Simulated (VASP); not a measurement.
# Sn (Fd-3m) in VASP: notebook

The runs below take Sn through relaxation of cell and atoms, with revPBE+D3(BJ), revPBE+D4, BLYP+D3(BJ).

Everything below comes from runs of VASP 6.6.1. Logs are shortened: lines on timing, memory, paths and dates and some standing lists are left out, and cuts for length are marked.

## Step 1: The cell of the first run

Symmetry: Fd-3m, No. 227, cubic system. The conventional cell has a = 6.467 Å, b = 6.467 Å, c = 6.467 Å, α = 90.00°, β = 90.00°, γ = 90.00°. Within 3.7 Å of Sn (site symmetry -43m) lie 4 Sn at 2.80 Å.

## Step 2: Relaxation of cell and atoms, revPBE+D3(BJ)

INCAR reads:

```
SYSTEM = Sn
PREC = Accurate
ENCUT = 600
EDIFF = 1E-6
ISMEAR = -1
SIGMA = 0.05
LREAL = .False.
LASPH = .True.
NELM = 80
ALGO = Normal
ISIF = 3
LWAVE = .False.
LCHARG = .False.
GGA = RE
IVDW = 12
IBRION = 2
NSW = 60
EDIFFG = -0.01
```

KPOINTS reads:

```
regular mesh
0
Gamma
  7 7 7
  0 0 0
```

POSCAR reads:

```
Sn
1.0
    0.0000000000      3.2333428000      3.2333428000
    3.2333428000      0.0000000000      3.2333428000
    3.2333428000      3.2333428000      0.0000000000
Sn
2
Direct
    0.7500000000      0.7500000000      0.7500000000
    0.5000000000      0.5000000000      0.5000000000
```

Potentials or basis: VASP PAW PBE potentials, release 64 (Sn_d).

Command:

```bash
cat potpaw_PBE.64/Sn_d/POTCAR > POTCAR
mpirun -np 1 vasp_std > vasp.out
```

OUTCAR:

```text
SYSTEM = Sn
   PREC = Accurate
   ENCUT = 600
   EDIFF = 1E-6
   ISMEAR = -1
   LREAL = .False.
   LASPH = .True.
   NELM = 80
   ISIF = 3
   GGA = RE
   IVDW = 12
   IBRION = 2
   NSW = 60
   EDIFFG = -0.01
 IVDW          = 12

 ion  position               nearest neighbor table
   1  0.750  0.750  0.750-   2 2.80   2 2.80   2 2.80   2 2.80
   2  0.500  0.500  0.500-   1 2.80   1 2.80   1 2.80   1 2.80

  LATTYP: Found a face centered cubic cell.
 ALAT       =     6.4666856000

  Lattice vectors:

 A1 = (   0.0000000000,   3.2333428000,   3.2333428000)
 A2 = (   3.2333428000,   0.0000000000,   3.2333428000)
 A3 = (   3.2333428000,   3.2333428000,   0.0000000000)

Analysis of symmetry for initial positions (statically):
=====================================================================
 Subroutine PRICEL returns:
 Original cell was already a primitive cell.

 Routine SETGRP: Setting up the symmetry group for a
 face centered cubic supercell.

 Subroutine GETGRP returns: Found 48 space group operations
 (whereof 24 operations were pure point group operations)
 out of a pool of 48 trial point group operations.

The static configuration has the point symmetry T_d .
 The point group associated with its full space group is O_h .

Analysis of symmetry for dynamics (positions and initial velocities):
=====================================================================
 Subroutine PRICEL returns:
 Original cell was already a primitive cell.

 Routine SETGRP: Setting up the symmetry group for a
 face centered cubic supercell.

 Subroutine GETGRP returns: Found 48 space group operations
 (whereof 24 operations were pure point group operations)
 out of a pool of 48 trial point group operations.

The dynamic configuration has the point symmetry T_d .
 The point group associated with its full space group is O_h .

 Subroutine INISYM returns: Found 48 space group operations
 (whereof 24 operations are pure point group operations),
 and found     1 'primitive' translations

----------------------------------------------------------------------------------------

                                     Primitive cell

  volume of cell :      67.6060

  direct lattice vectors                    reciprocal lattice vectors
     0.000000000  3.233342800  3.233342800    -0.154638723  0.154638723  0.154638723
     3.233342800  0.000000000  3.233342800     0.154638723 -0.154638723  0.154638723
     3.233342800  3.233342800  0.000000000     0.154638723  0.154638723 -0.154638723

  length of vectors
     4.572637240  4.572637240  4.572637240     0.267842124  0.267842124  0.267842124

  position of ions in fractional coordinates (direct lattice)
     0.750000000  0.750000000  0.750000000
[... 54 lines left out ...]
 -0.285714  0.428571  0.142857     24.000000
   k-points           NKPTS =     20   k-points in BZ     NKDIM =     20   number of bands    NBANDS=     18
   number of dos      NEDOS =    301   number of ions     NIONS =      2
   total plane-waves  NPLWV =  64000
   dimension x,y,z NGX =    40 NGY =   40 NGZ =   40
   dimension x,y,z NGXF=    80 NGYF=   80 NGZF=   80
   ions per type =               2
   NGX,Y,Z   is equivalent  to a cutoff of  14.54, 14.54, 14.54 a.u.
   NGXF,Y,Z  is equivalent  to a cutoff of  29.09, 29.09, 29.09 a.u.
 SYSTEM =  Sn
   PREC   = accura    normal or accurate (medium, high low for compatibility)
   ISTART =      0    job   : 0-new  1-cont  2-samecut
   ICHARG =      2    charge: 1-file 2-atom 10-const
   ISPIN  =      1    spin polarized calculation?
   LNONCOLLINEAR =      F non collinear calculations
   LSORBIT =      F    spin-orbit coupling
   LASPH  =      T    aspherical Exc in radial PAW
   ENCUT  =  600.0 eV  44.10 Ry    6.64 a.u.   9.13  9.13  9.13*2*pi/ulx,y,z
   NELM   =     80;   NELMIN=  2; NELMDL= -5     # of ELM steps
   EDIFF  = 0.1E-05   stopping-criterion for ELM
   LREAL  =      F    real-space projection
   EDIFFG = -.1E-01   stopping-criterion for IOM
   NSW    =     60    number of steps for IOM
   IBRION =      2    ionic relax: 0-MD 1-quasi-New 2-CG
   NFREE  =      1    steps in history (QN), initial steepest desc. (CG)
   ISIF   =      3    stress and relaxation
   ISYM   =      2    0-nonsym 1-usesym 2-fastsym
   POTIM  = 0.5000    time-step for ionic-motion
   TEBEG  =    0.0;   TEEND  =   0.0 temperature during run
   PSTRESS=    0.0 pullay stress
   NELECT =      28.0000    total number of electrons
   NUPDOWN=      -1.0000    fix difference up-down
   EMIN   =  10.00;   EMAX   =-10.00  energy-range for DOS
   EFERMI =   0.00;   METHOD = LEGACY
   ISMEAR =    -1;   SIGMA  =   0.05  broadening in eV -4-tet -1-fermi 0-gaus
   EFERMI_NEDOS =   21; number of points for ismear=-14 and -15
   IALGO  =     38    algorithm
   IMIX   =      4    mixing-type and parameters
     AMIX     =   0.40;   BMIX     =  1.00
     AMIX_MAG =   1.60;   BMIX_MAG =  1.00
  volume/ion in A,a.u.               =      33.80       228.11
  Fermi-wavevector in a.u.,A,eV,Ry     =   1.220298  2.306028 20.260793  1.489126
  Thomas-Fermi vector in A             =   2.355520
   LORBIT       =      0    0 simple, 1 ext, 2 COOP (PROOUT), +10 PAW based schemes
   GGA     = RE    functional components
   LHFCALC =     F    Hartree Fock is set to
   AEXX    =    0.0000 exact exchange contribution
   IVDW    =    12    specifies the selected vdW correction
   LEPSILON=     F    determine dielectric tensor
   LRPA    =     F    only Hartree local field effects (RPA)
 conjugate gradient relaxation of ions
 non-spin polarized calculation
  energy-cutoff  :      600.00
  volume of cell :       67.61
 maximum number of plane-waves:      2281
 NGX is ok and might be reduce to    40
   NGX = 19   NGY = 19   NGZ = 19

--------------------------------------- Ionic step        1  -------------------------------------------

 number of electron      28.0000005 magnetization

 Free energy of the ion-electron system (eV)
  ---------------------------------------------------
  ext. energy  EPLUGINS =         0.00000000
  ---------------------------------------------------
  free energy    TOTEN  =        -7.01175824 eV

  energy without entropy =       -7.01008676  energy(sigma->0) =       -7.01092250

------------------------ aborting loop because EDIFF is reached ----------------------------------------

 Edisp (eV)   -1.15678

 E8    (eV) :    -0.8479
[... 71 lines left out ...]
--------------------------------------- Ionic step        3  -------------------------------------------

 number of electron      28.0000001 magnetization

 Free energy of the ion-electron system (eV)
  ---------------------------------------------------
  ext. energy  EPLUGINS =         0.00000000
  ---------------------------------------------------
  free energy    TOTEN  =        -7.07645409 eV

  energy without entropy =       -7.07447320  energy(sigma->0) =       -7.07546365

 E-fermi :   5.3899     XC(G=0):  -8.6185

 val. band max:        5.1748733895   @ k =   0.1429   0.0000   0.0000
 cond. band min:       5.4458453897   @ k =   0.4286   0.0000   0.0000
 fundamental gap:      0.2709720002
 Fermi energy:         5.3898705270

 k-point     1 :       0.0000    0.0000    0.0000
  band No.  band energies     occupation
      1     -16.2325      2.00000
      2     -16.2325      2.00000
      3     -16.2325      2.00000
      4     -16.1778      2.00000
      5     -16.1778      2.00000
      6     -15.8925      2.00000
[... 442 lines left out ...]
  FREE ENERGIE OF THE ION-ELECTRON SYSTEM (eV)
  ---------------------------------------------------
  free  energy   TOTEN  =        -8.1832983383 eV

  energy  without entropy=       -8.1813174430  energy(sigma->0) =       -8.18230789

 reached required accuracy - stopping structural energy minimisation
```

OSZICAR:

```text
N       E                     dE             d eps       ncg     rms          rms(c)
DAV:   1     0.216925496260E+03    0.21693E+03   -0.16561E+04   720   0.250E+03
DAV:   2     0.138388607677E+02   -0.20309E+03   -0.20144E+03   722   0.474E+02
DAV:   3    -0.641098451258E+01   -0.20250E+02   -0.20121E+02   832   0.151E+02
[... 25 lines left out ...]
DAV:   4    -0.707646765622E+01    0.51465E-03   -0.14159E-03   804   0.484E-01    0.208E-02
DAV:   5    -0.707644866971E+01    0.18987E-04   -0.64455E-05   998   0.879E-02    0.106E-02
DAV:   6    -0.707645225552E+01   -0.35858E-05   -0.14019E-05   728   0.401E-02    0.483E-03
DAV:   7    -0.707645434520E+01   -0.20897E-05   -0.97130E-07   638   0.865E-03    0.106E-03
DAV:   8    -0.707645409459E+01    0.25061E-06   -0.97326E-07   550   0.632E-03
   3 F= -.81832983E+01 E0= -.81823079E+01  d E =-.147618E-01
```

It took 56 s on 1 thread of Intel Xeon Platinum 8559C (Emerald Rapids), shared host; peak memory 0.26 GiB.

Results:

```
Free energy                            : -8.1833 eV
Relaxed volume                         : 35.18 Å³/atom
Relaxed cell                           : a = 4.634 Å, b = 4.634 Å, c = 4.634 Å, α = 60.00°, β = 60.00°, γ = 60.00°
Space group after relaxing (to 0.05 Å) : Fd-3m (No. 227)
Energy gained by relaxing              : 7.4 meV/atom
Ionic steps                            : 3
Pressure after relaxing                : 0.0 GPa
Band gap on the k mesh                 : zero (band 14 reaches 5.51 eV, above the bottom of band 15 at 5.45 eV)
Dispersion energy per atom             : -0.553 eV
```

The path:
| step | energy change (eV) | largest force (eV/Å) | pressure (GPa) | volume (Å³) |
| --- | --- | --- | --- | --- |
| 1 | 0.0000 | 0.0000 | 1.79 | 67.61 |
| 2 | -0.0130 | 0.0000 | -0.54 | 71.37 |
| 3 | -0.0148 | 0.0000 | 0.00 | 70.36 |

Final structure:
```
Sn
1.0
     0.00000    3.27673    3.27673
     3.27673    0.00000    3.27673
     3.27673    3.27673    0.00000
Sn
2
Direct
  0.75000 0.75000 0.75000
  0.50000 0.50000 0.50000
```

Levels at points of the mesh, in eV from the Fermi level:
| k point | band 10 | band 11 | band 12 | band 13 | band 14 | band 15 | band 16 | band 17 | band 18 |
| --- | --- | --- | --- | --- | --- | --- | --- | --- | --- |
| (0.00, 0.00, 0.00) | -21.28 | -10.35 | -0.75 | 0.12 | 0.12 | 0.12 | 2.20 | 2.20 | 2.20 |

Caveat: the PAW data sets were made with another functional, which shifts forces and pressure a little; spin-orbit coupling is left out, which moves the levels of the heavy elements; pairwise dispersion overbinds metals, which lowers pressure and volume.

## Step 3: Relaxation of cell and atoms, revPBE+D4

INCAR reads:

```
PREC     = Accurate       # precision mode
ENCUT    = 600            # plane-wave cutoff, eV
EDIFF    = 1E-7           # SCF threshold, eV
ISMEAR   = -1             # smearing method
SIGMA    = 0.05           # smearing width, eV
LREAL    = F              # projectors in reciprocal space
LASPH    = T              # aspherical terms in the spheres
NELM     = 100            # most SCF steps
ALGO     = Normal         # electronic algorithm
ISIF     = 3              # what is computed and relaxed
LWAVE    = F              # write WAVECAR
LCHARG   = F              # write CHGCAR
GGA      = RE             # functional
IVDW     = 13             # dispersion correction
IBRION   = 2              # ionic algorithm
NSW      = 60             # ionic steps
EDIFFG   = -0.01          # ionic threshold
```

KPOINTS reads:

```
Automatic mesh
0
Gamma
  7 7 7
```

POSCAR is that of step 2.

Potentials or basis: VASP PAW PBE potentials, release 64 (Sn_d).

Command:

```bash
cat potpaw_PBE.64/Sn_d/POTCAR > POTCAR
mpirun -np 1 vasp_std > vasp.out
```

OUTCAR:

```text
PREC = Accurate
   ENCUT = 600
   EDIFF = 1E-7
   ISMEAR = -1
   LREAL = F
   LASPH = T
   NELM = 100
   ISIF = 3
   GGA = RE
   IVDW = 13
   IBRION = 2
   NSW = 60
   EDIFFG = -0.01

 ion  position               nearest neighbor table
   1  0.750  0.750  0.750-   2 2.80   2 2.80   2 2.80   2 2.80
   2  0.500  0.500  0.500-   1 2.80   1 2.80   1 2.80   1 2.80

  LATTYP: Found a face centered cubic cell.
 ALAT       =     6.4666856000

  Lattice vectors:

 A1 = (   0.0000000000,   3.2333428000,   3.2333428000)
 A2 = (   3.2333428000,   0.0000000000,   3.2333428000)
 A3 = (   3.2333428000,   3.2333428000,   0.0000000000)

Analysis of symmetry for initial positions (statically):
=====================================================================
 Subroutine PRICEL returns:
 Original cell was already a primitive cell.

 Routine SETGRP: Setting up the symmetry group for a
 face centered cubic supercell.

 Subroutine GETGRP returns: Found 48 space group operations
 (whereof 24 operations were pure point group operations)
 out of a pool of 48 trial point group operations.

The static configuration has the point symmetry T_d .
 The point group associated with its full space group is O_h .

Analysis of symmetry for dynamics (positions and initial velocities):
=====================================================================
 Subroutine PRICEL returns:
 Original cell was already a primitive cell.

 Routine SETGRP: Setting up the symmetry group for a
 face centered cubic supercell.

 Subroutine GETGRP returns: Found 48 space group operations
 (whereof 24 operations were pure point group operations)
 out of a pool of 48 trial point group operations.

The dynamic configuration has the point symmetry T_d .
 The point group associated with its full space group is O_h .

 Subroutine INISYM returns: Found 48 space group operations
 (whereof 24 operations are pure point group operations),
 and found     1 'primitive' translations

[... 83 lines left out ...]
   ISPIN  =      1    spin polarized calculation?
   LNONCOLLINEAR =      F non collinear calculations
   LSORBIT =      F    spin-orbit coupling
   LASPH  =      T    aspherical Exc in radial PAW
   ENCUT  =  600.0 eV  44.10 Ry    6.64 a.u.   9.13  9.13  9.13*2*pi/ulx,y,z
   NELM   =    100;   NELMIN=  2; NELMDL= -5     # of ELM steps
   EDIFF  = 0.1E-06   stopping-criterion for ELM
   LREAL  =      F    real-space projection
   EDIFFG = -.1E-01   stopping-criterion for IOM
   NSW    =     60    number of steps for IOM
   IBRION =      2    ionic relax: 0-MD 1-quasi-New 2-CG
   NFREE  =      1    steps in history (QN), initial steepest desc. (CG)
   ISIF   =      3    stress and relaxation
   ISYM   =      2    0-nonsym 1-usesym 2-fastsym
   POTIM  = 0.5000    time-step for ionic-motion
   TEBEG  =    0.0;   TEEND  =   0.0 temperature during run
   PSTRESS=    0.0 pullay stress
   NELECT =      28.0000    total number of electrons
   NUPDOWN=      -1.0000    fix difference up-down
   EMIN   =  10.00;   EMAX   =-10.00  energy-range for DOS
   EFERMI =   0.00;   METHOD = LEGACY
   ISMEAR =    -1;   SIGMA  =   0.05  broadening in eV -4-tet -1-fermi 0-gaus
   EFERMI_NEDOS =   21; number of points for ismear=-14 and -15
   IALGO  =     38    algorithm
   IMIX   =      4    mixing-type and parameters
     AMIX     =   0.40;   BMIX     =  1.00
     AMIX_MAG =   1.60;   BMIX_MAG =  1.00
  volume/ion in A,a.u.               =      33.80       228.11
  Fermi-wavevector in a.u.,A,eV,Ry     =   1.220298  2.306028 20.260793  1.489126
  Thomas-Fermi vector in A             =   2.355520
   LORBIT       =      0    0 simple, 1 ext, 2 COOP (PROOUT), +10 PAW based schemes
   GGA     = RE    functional components
   LHFCALC =     F    Hartree Fock is set to
   AEXX    =    0.0000 exact exchange contribution
   IVDW    =    13    specifies the selected vdW correction
   LEPSILON=     F    determine dielectric tensor
   LRPA    =     F    only Hartree local field effects (RPA)
 conjugate gradient relaxation of ions
 non-spin polarized calculation
  energy-cutoff  :      600.00
  volume of cell :       67.61
 maximum number of plane-waves:      2281
 NGX is ok and might be reduce to    40
   NGX = 19   NGY = 19   NGZ = 19

--------------------------------------- Ionic step        1  -------------------------------------------

 number of electron      28.0000005 magnetization

 Free energy of the ion-electron system (eV)
  ---------------------------------------------------
  ext. energy  EPLUGINS =         0.00000000
  ---------------------------------------------------
  free energy    TOTEN  =        -7.01175820 eV

  energy without entropy =       -7.01008679  energy(sigma->0) =       -7.01092249

------------------------ aborting loop because EDIFF is reached ----------------------------------------

  DFT-D4 for vdW energy calculation

  Edisp (eV):   -1.02568
[... 71 lines left out ...]
--------------------------------------- Ionic step        3  -------------------------------------------

 number of electron      27.9999999 magnetization

 Free energy of the ion-electron system (eV)
  ---------------------------------------------------
  ext. energy  EPLUGINS =         0.00000000
  ---------------------------------------------------
  free energy    TOTEN  =        -7.08393361 eV

  energy without entropy =       -7.08186353  energy(sigma->0) =       -7.08289857

 E-fermi :   5.3155     XC(G=0):  -8.5898

 val. band max:        5.1124084630   @ k =   0.1429   0.0000   0.0000
 cond. band min:       5.3682120579   @ k =   0.4286   0.0000   0.0000
 fundamental gap:      0.2558035949
 Fermi energy:         5.3154794371

 k-point     1 :       0.0000    0.0000    0.0000
  band No.  band energies     occupation
      1     -16.2867      2.00000
      2     -16.2867      2.00000
      3     -16.2867      2.00000
      4     -16.2330      2.00000
      5     -16.2330      2.00000
      6     -15.9525      2.00000
[... 442 lines left out ...]
  FREE ENERGIE OF THE ION-ELECTRON SYSTEM (eV)
  ---------------------------------------------------
  free  energy   TOTEN  =        -8.0575096086 eV

  energy  without entropy=       -8.0554395246  energy(sigma->0) =       -8.05647457

 reached required accuracy - stopping structural energy minimisation
```

OSZICAR:

```text
N       E                     dE             d eps       ncg     rms          rms(c)
DAV:   1     0.216925496260E+03    0.21693E+03   -0.16561E+04   720   0.250E+03
DAV:   2     0.138388607677E+02   -0.20309E+03   -0.20144E+03   722   0.474E+02
DAV:   3    -0.641098451258E+01   -0.20250E+02   -0.20121E+02   832   0.151E+02
[... 31 lines left out ...]
DAV:   6    -0.708393145495E+01   -0.42040E-05   -0.19787E-05   730   0.490E-02    0.624E-03
DAV:   7    -0.708393410740E+01   -0.26524E-05   -0.14477E-06   742   0.930E-03    0.127E-03
DAV:   8    -0.708393391088E+01    0.19652E-06   -0.13681E-06   566   0.685E-03    0.466E-04
DAV:   9    -0.708393365255E+01    0.25833E-06   -0.37437E-08   530   0.182E-03    0.203E-04
DAV:  10    -0.708393361393E+01    0.38622E-07   -0.11538E-08   360   0.144E-03
   3 F= -.80575096E+01 E0= -.80564746E+01  d E =-.200676E-01
```

CONTCAR:

```text
Sn
   1.00000000000000
    -0.0000000000000000    3.2837763123741421    3.2837763123741421
     3.2837763123741421   -0.0000000000000000    3.2837763123741421
     3.2837763123741421    3.2837763123741421   -0.0000000000000000
  Sn
     2
Direct
     0.7500000000000000    0.7500000000000000    0.7500000000000000
     0.5000000000000000    0.5000000000000000    0.5000000000000000

  0.00000000E+00  0.00000000E+00  0.00000000E+00
  0.00000000E+00  0.00000000E+00  0.00000000E+00
```

Run time: 64 s. Hardware: 1 thread of Intel Xeon Platinum 8559C (Emerald Rapids), shared host; peak memory 0.24 GiB.

What came out:

- Free energy: -8.0575 eV
- Relaxed volume: 35.41 Å³/atom
- Relaxed cell: a = 4.644 Å, b = 4.644 Å, c = 4.644 Å, α = 60.00°, β = 60.00°, γ = 60.00°
- Space group after relaxing (to 0.05 Å): Fd-3m (No. 227)
- Energy gained by relaxing: 10.0 meV/atom
- Ionic steps: 3
- Pressure after relaxing: 0.0 GPa
- Band gap on the k mesh: zero (band 14 reaches 5.44 eV, above the bottom of band 15 at 5.37 eV)
- Dispersion energy per atom: -0.487 eV

Step by step:
| step | energy change (eV) | largest force (eV/Å) | pressure (GPa) | volume (Å³) |
| --- | --- | --- | --- | --- |
| 1 | 0.0000 | 0.0000 | 2.10 | 67.61 |
| 2 | -0.0176 | 0.0000 | -0.64 | 72.03 |
| 3 | -0.0201 | 0.0000 | 0.01 | 70.82 |

Final structure:
```cif
data_structure
_symmetry_space_group_name_H-M 'P 1'
_symmetry_Int_Tables_number 1
_cell_length_a 4.6440
_cell_length_b 4.6440
_cell_length_c 4.6440
_cell_angle_alpha 60.000
_cell_angle_beta 60.000
_cell_angle_gamma 60.000
_cell_volume 70.82
loop_
_atom_site_label
_atom_site_type_symbol
_atom_site_fract_x
_atom_site_fract_y
_atom_site_fract_z
_atom_site_occupancy
Sn1 Sn 0.75000 0.75000 0.75000 1
Sn2 Sn 0.50000 0.50000 0.50000 1
```

Caveat: the PAW data sets were made with another functional, which shifts forces and pressure a little; spin-orbit coupling is left out, which moves the levels of the heavy elements; pairwise dispersion overbinds metals, which lowers pressure and volume. Zero-point motion and thermal expansion aren't in these numbers.

(Part 1 of 2 ends here.)
